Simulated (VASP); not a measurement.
# MgH2 (P1) in VASP: single point with PBE

Aim: the single point of MgH2 with PBE.

Program: VASP 6.6.1. These are calculated values, not measurements. Logs are shortened: lines on timing, memory, paths and dates and some standing lists are left out, and cuts for length are marked.

### 1 The cell of the first run

The typed cell holds 24 atoms: a = 6.792 Å, b = 6.792 Å, c = 6.792 Å, α = 60.00°, β = 60.00°, γ = 60.00°.

### 2 Single point, PBE

Input file INCAR:

```
ALGO = Normal
EDIFF = 1E-7
ENCUT = 520
GGA = PE
ISIF = 2
ISMEAR = -1
LASPH = True
LCHARG = True
LELF = True
LREAL = Auto
LVHAR = True
LWAVE = False
NBANDS = 34
NELM = 100
PREC = Accurate
SIGMA = 0.02
```

Input file KPOINTS:

```
k-points
0
Gamma
  2 2 2
```

Input file POSCAR:

```
MgH2
1.0
    0.0000000000      4.8029290000      4.8029290000
    4.8029290000      0.0000000000      4.8029290000
    4.8029290000      4.8029290000      0.0000000000
Mg H
8 16
Direct
    0.0083635423     -0.0068679966     -0.0075598661
   -0.0028079741      0.0003582189      0.4989475172
    0.0033628438      0.4935170809      0.0084499479
   -0.0038512957      0.5116537221      0.4973863865
    0.5000966077     -0.0047099385      0.0060949267
    0.5024783835     -0.0011813625      0.4961468304
    0.4994326379      0.4989818713     -0.0014681666
    0.5067988721      0.5043634832      0.4928323946
    0.1169110557      0.1376200856      0.1777576766
    0.3416020724      0.3768272444      0.4386817919
    0.1455322367      0.0801325608      0.5879031316
    0.3715996010      0.3409851572      0.8285128720
    0.1829339972      0.5949783976      0.0926932295
    0.4901877583      0.8162735697      0.3354169924
    0.0894635336      0.6792977785      0.6334880237
    0.3441246997      0.9570384030      0.8615433416
    0.5904862429      0.1744740553      0.1272555768
    0.8348823187      0.4682664474      0.3646571707
    0.6812441949      0.0948761683      0.5724139374
    0.9955987274      0.3227134942      0.8287692781
    0.6343173093      0.5876143495      0.0918248011
    0.8697380286      0.8462596470      0.3243541597
    0.6221588951      0.6083404523      0.6809494790
    0.8283576543      0.8720230926      0.9681575555
```

Potentials or basis: VASP PAW PBE potentials, release 64 (Mg, H).

On the command line:

```bash
> cat potpaw_PBE.64/Mg/POTCAR potpaw_PBE.64/H/POTCAR > POTCAR
> mpirun -np 1 vasp_std > vasp.out
```

OUTCAR:

```text
EDIFF = 1E-7
   ENCUT = 520
   GGA = PE
   ISIF = 2
   ISMEAR = -1
   LASPH = True
   LREAL = Auto
   NELM = 100
   PREC = Accurate

 ion  position               nearest neighbor table
   1  0.008  0.993  0.992-  22 1.88  24 1.88  20 1.92  16 1.92  13 2.22  11 2.27   7 3.35   4 3.35
                             3 3.36   6 3.36   2 3.37   5 3.39   5 3.40   2 3.43   6 3.43   3 3.44
   2  0.997  0.000  0.499-  19 1.77  11 1.78  15 1.79   9 1.80   4 3.33   3 3.34   1 3.37   6 3.38
                             8 3.38   5 3.38   5 3.41   8 3.42   6 3.42   1 3.43   3 3.45   4 3.46
   3  0.003  0.494  0.008-   9 2.00  18 2.05  13 2.05  21 2.09  20 2.09  12 2.11  15 2.11  24 2.16
                             8 3.33   2 3.34   7 3.35   1 3.36   4 3.36   5 3.38   5 3.41   4 3.44
   4  0.996  0.512  0.497-  22 1.92  18 1.92  10 1.95  20 1.95  23 2.10  15 2.22  13 2.27   2 3.33
                             6 3.33   1 3.35   3 3.36   8 3.36   7 3.39   7 3.40   8 3.43   3 3.44
   5  0.500  0.995  0.006-  24 1.87  14 1.92  16 1.93  12 1.98   9 2.16  17 2.19   8 3.32   6 3.35
                             3 3.38   2 3.38   7 3.39   1 3.39   7 3.40   1 3.40   2 3.41   3 3.41
   6  0.502  0.999  0.496-  19 1.98  11 2.02  14 2.07  17 2.07  16 2.08  22 2.09  10 2.13  23 2.19
                             4 3.33   5 3.35   8 3.36   1 3.36   2 3.38   7 3.39   7 3.40   2 3.42
   7  0.499  0.499  0.999-  13 1.76  21 1.77  23 1.77  17 1.80   1 3.35   3 3.35   6 3.39   4 3.39
                             8 3.39   5 3.39   5 3.40   8 3.40   6 3.40   4 3.40   3 3.44   1 3.45
   8  0.507  0.504  0.493-  14 1.81  18 1.87  12 1.92  10 1.96  21 2.25   5 3.32   3 3.33   6 3.36
                             4 3.36   2 3.38   7 3.39   7 3.40   2 3.42   4 3.43   6 3.44   3 3.46
   9  0.117  0.138  0.178-   2 1.80   3 2.00   5 2.16
  10  0.342  0.377  0.439-   4 1.95   8 1.96   6 2.13
  11  0.146  0.080  0.588-   2 1.78   6 2.02   1 2.27
  12  0.372  0.341  0.829-   8 1.92   5 1.98   3 2.11
  13  0.183  0.595  0.093-   7 1.76   3 2.05   1 2.22   4 2.27
  14  0.490  0.816  0.335-   8 1.81   5 1.92   6 2.07
  15  0.089  0.679  0.633-   2 1.79   3 2.11   4 2.22
  16  0.344  0.957  0.862-   1 1.92   5 1.93   6 2.08
  17  0.590  0.174  0.127-   7 1.80   6 2.07   5 2.19
  18  0.835  0.468  0.365-   8 1.87   4 1.92   3 2.05
  19  0.681  0.095  0.572-   2 1.77   6 1.98
  20  0.996  0.323  0.829-   1 1.92   4 1.95   3 2.09
  21  0.634  0.588  0.092-   7 1.77   3 2.09   8 2.25
  22  0.870  0.846  0.324-   1 1.88   4 1.92   6 2.09
  23  0.622  0.608  0.681-   7 1.77   4 2.10   6 2.19
  24  0.828  0.872  0.968-   5 1.87   1 1.88   3 2.16

  LATTYP: Found a face centered cubic cell.
 ALAT       =     9.6058580000

  Lattice vectors:

 A1 = (   0.0000000000,   4.8029290000,   4.8029290000)
 A2 = (   4.8029290000,   0.0000000000,   4.8029290000)
 A3 = (   4.8029290000,   4.8029290000,   0.0000000000)

Analysis of symmetry for initial positions (statically):
=====================================================================
 Subroutine PRICEL returns:
 Original cell was already a primitive cell.

 Routine SETGRP: Setting up the symmetry group for a
 face centered cubic supercell.

 Subroutine GETGRP returns: Found  1 space group operations
 (whereof  1 operations were pure point group operations)
 out of a pool of 48 trial point group operations.

The static configuration has the point symmetry C_1 .

Analysis of symmetry for dynamics (positions and initial velocities):
=====================================================================
 Subroutine PRICEL returns:
 Original cell was already a primitive cell.

 Routine SETGRP: Setting up the symmetry group for a
 face centered cubic supercell.

 Subroutine GETGRP returns: Found  1 space group operations
 (whereof  1 operations were pure point group operations)
 out of a pool of 48 trial point group operations.

The dynamic configuration has the point symmetry C_1 .

 Subroutine INISYM returns: Found  1 space group operations
 (whereof  1 operations are pure point group operations),
 and found     1 'primitive' translations

----------------------------------------------------------------------------------------

                                     Primitive cell

  volume of cell :     221.5892

  direct lattice vectors                    reciprocal lattice vectors
     0.000000000  4.802929000  4.802929000    -0.104103142  0.104103142  0.104103142
     4.802929000  0.000000000  4.802929000     0.104103142 -0.104103142  0.104103142
     4.802929000  4.802929000  0.000000000     0.104103142  0.104103142 -0.104103142

  length of vectors
     6.792367331  6.792367331  6.792367331     0.180311931  0.180311931  0.180311931

  position of ions in fractional coordinates (direct lattice)
[... 64 lines left out ...]
     0.052051571 -0.052051571  0.052051571     0.000000000  0.500000000  0.000000000
     0.052051571  0.052051571 -0.052051571     0.000000000  0.000000000  0.500000000

  Length of vectors
     0.090155966  0.090155966  0.090155966

  Shift w.r.t. Gamma in fractional coordinates (k-lattice)
     0.000000000  0.000000000  0.000000000

 Subroutine IBZKPT returns following result:
 ===========================================

 Found      8 irreducible k-points:

 Following reciprocal coordinates:
            Coordinates               Weight
  0.000000  0.000000  0.000000      1.000000
  0.500000  0.000000  0.000000      1.000000
  0.000000  0.500000  0.000000      1.000000
  0.000000  0.000000  0.500000      1.000000
  0.500000  0.500000  0.500000      1.000000
  0.500000  0.500000  0.000000      1.000000
  0.000000  0.500000  0.500000      1.000000
  0.500000  0.000000  0.500000      1.000000
   k-points           NKPTS =      8   k-points in BZ     NKDIM =      8   number of bands    NBANDS=     34
   number of dos      NEDOS =    301   number of ions     NIONS =     24
   total plane-waves  NPLWV = 157464
   dimension x,y,z NGX =    54 NGY =   54 NGZ =   54
   dimension x,y,z NGXF=   108 NGYF=  108 NGZF=  108
   ions per type =               8  16
   NGX,Y,Z   is equivalent  to a cutoff of  13.22, 13.22, 13.22 a.u.
   NGXF,Y,Z  is equivalent  to a cutoff of  26.43, 26.43, 26.43 a.u.
 SYSTEM =  unknown system
   PREC   = accura    normal or accurate (medium, high low for compatibility)
   ISTART =      0    job   : 0-new  1-cont  2-samecut
   ICHARG =      2    charge: 1-file 2-atom 10-const
   ISPIN  =      1    spin polarized calculation?
   LNONCOLLINEAR =      F non collinear calculations
   LSORBIT =      F    spin-orbit coupling
   LASPH  =      T    aspherical Exc in radial PAW
   ENCUT  =  520.0 eV  38.22 Ry    6.18 a.u.  12.63 12.63 12.63*2*pi/ulx,y,z
   NELM   =    100;   NELMIN=  2; NELMDL= -5     # of ELM steps
   EDIFF  = 0.1E-06   stopping-criterion for ELM
   LREAL  =      T    real-space projection
   EDIFFG = 0.1E-05   stopping-criterion for IOM
   NSW    =      0    number of steps for IOM
   IBRION =     -1    ionic relax: 0-MD 1-quasi-New 2-CG
   NFREE  =      0    steps in history (QN), initial steepest desc. (CG)
   ISIF   =      2    stress and relaxation
   ISYM   =      2    0-nonsym 1-usesym 2-fastsym
   POTIM  = 0.5000    time-step for ionic-motion
   TEBEG  =    0.0;   TEEND  =   0.0 temperature during run
   PSTRESS=    0.0 pullay stress
   NELECT =      32.0000    total number of electrons
   NUPDOWN=      -1.0000    fix difference up-down
   EMIN   =  10.00;   EMAX   =-10.00  energy-range for DOS
   EFERMI =   0.00;   METHOD = LEGACY
   ISMEAR =    -1;   SIGMA  =   0.02  broadening in eV -4-tet -1-fermi 0-gaus
   EFERMI_NEDOS =   21; number of points for ismear=-14 and -15
   IALGO  =     38    algorithm
   IMIX   =      4    mixing-type and parameters
     AMIX     =   0.40;   BMIX     =  1.00
     AMIX_MAG =   1.60;   BMIX_MAG =  1.00
  volume/ion in A,a.u.               =       9.23        62.31
  Fermi-wavevector in a.u.,A,eV,Ry     =   0.858899  1.623083 10.037115  0.737707
  Thomas-Fermi vector in A             =   1.976173
   LORBIT       =      0    0 simple, 1 ext, 2 COOP (PROOUT), +10 PAW based schemes
   GGA     = PE    functional components
   LHFCALC =     F    Hartree Fock is set to
   AEXX    =    0.0000 exact exchange contribution
   IVDW    =     0    specifies the selected vdW correction
   LEPSILON=     F    determine dielectric tensor
   LRPA    =     F    only Hartree local field effects (RPA)
 non-spin polarized calculation
  energy-cutoff  :      520.00
  volume of cell :      221.59
 maximum number of plane-waves:      5996
 NGX is ok and might be reduce to    54
   NGX = 25   NGY = 25   NGZ = 25

 number of electron      31.9999999 magnetization

 Free energy of the ion-electron system (eV)
  ---------------------------------------------------
  ext. energy  EPLUGINS =         0.00000000
  ---------------------------------------------------
  free energy    TOTEN  =       -68.52167792 eV

  energy without entropy =      -68.52167792  energy(sigma->0) =      -68.52167792

 E-fermi :   1.4057     XC(G=0):  -8.8335

 val. band max:        0.9216333832   @ k =   0.0000   0.5000   0.5000
 cond. band min:       2.4661167663   @ k =   0.0000   0.0000   0.0000
 fundamental gap:      1.5444833831
 Fermi energy:         1.4056893466

 k-point     1 :       0.0000    0.0000    0.0000
  band No.  band energies     occupation
      1      -6.9907      2.00000
      2      -3.5354      2.00000
      3      -2.9643      2.00000
      4      -2.9003      2.00000
      5      -2.8517      2.00000
      6      -2.7968      2.00000
[... 237 lines left out ...]
     27       8.0097      0.00000
     28       8.5535      0.00000
 [bands above 28 left out]

------------------------ aborting loop because EDIFF is reached ----------------------------------------

  FORCE on cell =-STRESS in cart. coord.  units (eV):
  Direction    XX          YY          ZZ          XY          YZ          ZX
  --------------------------------------------------------------------------------------
  -------------------------------------------------------------------------------------
  Total        6.2664670      0.5362335     -0.2147698     -0.2637424      0.2138191     -0.1609740
  in kB       45.3090382      3.8771808     -1.5528704     -1.9069624      1.5459969     -1.1639058
  external PRESSURE =      15.8777828 kB  Pullay stress =       0.0000000 kB

 VOLUME and BASIS-vectors are now :
 -----------------------------------------------------------------------------
  energy-cutoff  :      520.00
  volume of cell :      221.59
      direct lattice vectors                 reciprocal lattice vectors
     0.000000000  4.802929000  4.802929000    -0.104103142  0.104103142  0.104103142
     4.802929000  0.000000000  4.802929000     0.104103142 -0.104103142  0.104103142
     4.802929000  4.802929000  0.000000000     0.104103142  0.104103142 -0.104103142

 POSITION                                       TOTAL-FORCE (eV/Angst)
 -----------------------------------------------------------------------------------
      9.53656      4.80679      4.81011        -0.021295     -0.121603      0.176859
      2.39813      7.18585      4.79116        -0.043668     -0.016736     -0.009139
      2.41091      0.05674      2.38648        -0.112822     -0.213469      0.121238
      4.84635      7.17334      7.24187        -0.004537      0.300772      0.001790
      4.80958      2.43120      7.18224         0.171877     -0.196587      0.076855
      7.18021      4.79633      7.21062        -0.014191     -0.101141      0.088421
[... 16 lines left out ...]
      6.19237      6.25874      5.91000        -0.071751     -0.316561      0.387316
      8.83826      8.62854      8.16681        -0.566231     -0.127704      0.116789
 -----------------------------------------------------------------------------------
    total drift:                               -0.002090      0.000446     -0.001221

  FREE ENERGIE OF THE ION-ELECTRON SYSTEM (eV)
  ---------------------------------------------------
  free  energy   TOTEN  =       -68.5216779249 eV

  energy  without entropy=      -68.5216779249  energy(sigma->0) =      -68.52167792
```

It took 98 s on 1 thread of Intel Xeon 6975P-C (Granite Rapids), shared host; peak memory 0.38 GiB.

Results:

```yaml
Free_energy: -68.5217 eV
Pressure: 1.6 GPa
Largest_force: 0.646 eV/Å
Band_gap_on_the_k_mesh: 1.54 eV
```

Forces on the atoms (eV/Å):
```
Mg  -0.021 -0.122  0.177
Mg  -0.044 -0.017 -0.009
Mg  -0.113 -0.213  0.121
Mg  -0.005  0.301  0.002
Mg   0.172 -0.197  0.077
Mg  -0.014 -0.101  0.088
Mg  -0.061  0.214 -0.209
Mg  -0.216  0.045 -0.607
H   -0.243 -0.007  0.027
H   -0.077 -0.090  0.025
H    0.293  0.244  0.141
H    0.117  0.130  0.121
H    0.187 -0.441 -0.238
H    0.521 -0.312  0.070
H   -0.161  0.115 -0.151
H   -0.239  0.202 -0.125
H   -0.052  0.126 -0.103
H   -0.469  0.253 -0.011
H    0.333 -0.093 -0.085
H    0.307 -0.138 -0.262
H    0.207  0.343  0.369
H    0.219  0.204  0.078
H   -0.072 -0.317  0.387
H   -0.566 -0.128  0.117
```

Caveat: the k points lie up to 0.57 Å⁻¹ apart. A k mesh can miss the band edges.
